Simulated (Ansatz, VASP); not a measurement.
## One calculation of PbS, two programs

INCAR

```
PREC     = Accurate       # precision mode
ENCUT    = 520            # plane-wave cutoff, eV
EDIFF    = 1E-8           # SCF threshold, eV
ISMEAR   = -1             # smearing method
SIGMA    = 0.01           # smearing width, eV
LREAL    = F              # projectors in reciprocal space
LASPH    = T              # aspherical terms in the spheres
NELM     = 100            # most SCF steps
ALGO     = Normal         # electronic algorithm
ISIF     = 2              # what is computed and relaxed
LWAVE    = F              # write WAVECAR
LCHARG   = F              # write CHGCAR
LEFG     = T            
NBANDS   = 17             # bands
```

KPOINTS

```
regular mesh
0
Gamma
  8 8 8
```

The input POSCAR:

```
PbS
1.0
    0.0000000000      2.9650000000      3.0243000000
    2.9650000000      0.0000000000      3.0243000000
    2.9650000000      2.9650000000      0.0000000000
Pb S
1 1
Direct
    0.0000000000      0.0000000000      0.0000000000
    0.5000000000      0.5000000000      0.5000000000
```

Input for Ansatz:

```yaml
crystal:
  lattice:
    - [0.0, 2.965, 3.0243]
    - [2.965, 0.0, 3.0243]
    - [2.965, 2.965, 0.0]
  atoms:
    - { symbol: Pb, position: [0.0, 0.0, 0.0] }
    - { symbol: S, position: [0.5, 0.5, 0.5] }
kpoints:
  mp_grid: { grid: [8, 8, 8] }
scf:
  occupations: { method: fermi_dirac, width: 0.01 }
hamiltonian:
  xc: lda
  pseudopotentials: { kind: all_electron, datasets: crystal }
output:
  forces: true
  stress: true
  eigenvalues: true
  efg: { contact_densities: true }
```

Change from the starting cell: zz strain of +2 %, crystal datasets.

Alike in both runs: task electric field gradients; functional LDA; k mesh 8 × 8 × 8; occupations fermi-dirac, width 0.01 eV; no spin polarisation.

|  | VASP | Ansatz |
| --- | --- | --- |
| version | VASP 6.6.1 | Ansatz 0.2.0 |
| potentials or method | VASP PAW LDA potentials, release 64 (Pb_d, S), cutoff 520 eV | all-electron PAW with datasets made for the crystal, scalar-relativistic |

|  | VASP | Ansatz | Ansatz less VASP |
| --- | --- | --- | --- |
| pressure (GPa) | -3.5 | -3.5 | -0.03 |
| traceless stress, the component that is largest in VASP (GPa) | -1.38 | -1.37 | +0.014 |
| size of Vzz on the site where it differs most (V/Å²) | 57.1 | 62.5 | +5.33 |

LDA's correlation is that of Perdew and Zunger in VASP and of Perdew and Wang (1992) in Ansatz. Ansatz ran all-electron here, and VASP with PAW potentials.

Neither program's run includes spin-orbit coupling.
